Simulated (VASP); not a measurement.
Wanted: the native input for a VASP 6.6.1 run.

```
Task                   : single point
Functional             : PBE
Potentials or basis    : VASP PAW PBE potentials, release 64 (H, Si, Cl)
Cutoff                 : 520 eV
k mesh                 : 1 × 1 × 1
Occupations            : fermi-dirac, width 0.02 eV
Spin                   : no spin polarisation
Dipole correction      : no
Further INCAR settings : LREAL = Auto; ALGO = Normal; EDIFF = 1e-06; NBANDS = 140
```

The structure of Si41H16Cl4 lies in POSCAR:

```
Si41H16Cl4
1.0
    7.6791800000      0.0000000000      0.0000000000
    0.0000000000     15.3583590000      0.0000000000
    0.0000000000      0.0000000000     21.2555000000
H Si Cl
16 41 4
Direct
    0.4093926695      0.0000000000      0.0470466468
    0.0906086327      0.0000000000      0.0470466468
    0.9093939718      0.0000000000      0.0470466468
    0.5906099349      0.0000000000      0.0470466468
    0.4093926695      0.2500006674      0.0470466468
    0.0906086327      0.2500006674      0.0470466468
    0.9093939718      0.2500006674      0.0470466468
    0.5906099349      0.2500006674      0.0470466468
    0.4093926695      0.5000013348      0.0470466468
    0.0906086327      0.5000013348      0.0470466468
    0.9093939718      0.5000013348      0.0470466468
    0.5906099349      0.5000013348      0.0470466468
    0.4093926695      0.7500020022      0.0470466468
    0.0906086327      0.7500020022      0.0470466468
    0.9093939718      0.7500020022      0.0470466468
    0.5906099349      0.7500020022      0.0470466468
    0.2500006511      0.0000000000      0.0877655195
    0.7500019533      0.0000000000      0.0877655195
    0.2500006511      0.2500006674      0.0877655195
    0.7500019533      0.2500006674      0.0877655195
    0.2500006511      0.5000013348      0.0877655195
    0.7500019533      0.5000013348      0.0877655195
    0.2500006511      0.7500020022      0.0877655195
    0.7500019533      0.7500020022      0.0877655195
    0.2674504309      0.1112163090      0.1533109078
    0.7632585771      0.1251175337      0.1510997154
    0.2772431431      0.3793699574      0.1396626755
    0.7320182624      0.3788751129      0.1546235092
    0.2471748286      0.6184645117      0.1578226812
    0.7740019117      0.6229636903      0.1471666157
    0.2686614977      0.8772486696      0.1563313025
    0.7389851521      0.8807907147      0.1579497071
    0.0009766668     -0.0007552890      0.1836936322
    0.5104451257      0.1197002883      0.2150690410
    0.0159001352      0.4043465842      0.1978781962
    0.4872916119      0.3811019133      0.2218625767
    0.0138816905      0.7173943518      0.1895509398
    0.5271656609      0.6378025152      0.2058243749
    0.0046880005      0.8524348207      0.2155959634
    0.5037386804      0.8784206698      0.2275411070
   -0.0081519121     -0.0382918514      0.3010420832
    0.5036605471      0.0010482891      0.2899955306
    0.0259793363      0.2267625076      0.1808849474
    0.5902192682      0.2522079345      0.2657618028
   -0.0433509828      0.5653598799      0.2216085249
    0.5332991283      0.5276019398      0.2758627179
   -0.0102484901      0.7848104085      0.3197148973
    0.4798428999      0.7568582034      0.2776128531
    0.2354157605      0.0132696468      0.3495659947
    0.7475928419      0.0313640279      0.3448472160
    0.1209243695      0.1351837133      0.2825339324
    0.7964261809      0.1134626427      0.2591376350
    0.2415492279      0.5544016779      0.2716567477
    0.8048776041      0.5840011944      0.3207122862
    0.2190598475      0.7051664830      0.2707252241
    0.7562005318      0.7180519742      0.2852250006
   -0.1012998784      0.2682968929      0.2967043824
   -0.1633898411      0.4012993836      0.3110159723
    0.4080904472      0.1912183457      0.3379172449
    0.1980810451      0.3628838211      0.2839594458
   -0.0737318307      0.2297185526      0.3792712474
```

One way to write it, as run:

INCAR

```
SYSTEM = Si41H16Cl4
  ALGO = Normal
  EDIFF = 1E-6
  ENCUT = 520
  GGA = PE
  ISIF = 2
  ISMEAR = -1
  LASPH = .TRUE.
  LCHARG = .TRUE.
  LELF = .TRUE.
  LREAL = Auto
  LVHAR = .TRUE.
  LWAVE = .FALSE.
  NBANDS = 140
  NELM = 100
  PREC = Accurate
  SIGMA = 0.02
```

KPOINTS

```
k-points
0
G
  1 1 1
  0 0 0
```

Potentials or basis: VASP PAW PBE potentials, release 64 (H, Si, Cl).

The run is started by

```sh
$ cat potpaw_PBE.64/H/POTCAR potpaw_PBE.64/Si/POTCAR potpaw_PBE.64/Cl/POTCAR > POTCAR
$ mpirun -np 1 vasp_gam > vasp.out
```

It gave:

```
Largest force : 5.834 eV/Å
```

Caveat: the k points lie up to 0.82 Å⁻¹ apart, too coarse for converged energies, forces and pressures; there is no dipole correction, which matters where the two faces differ.

It took 14 min on 1 thread of Intel(R) Xeon(R) 6975P-C (Granite Rapids) (shared host), peak memory 1.9 GiB.
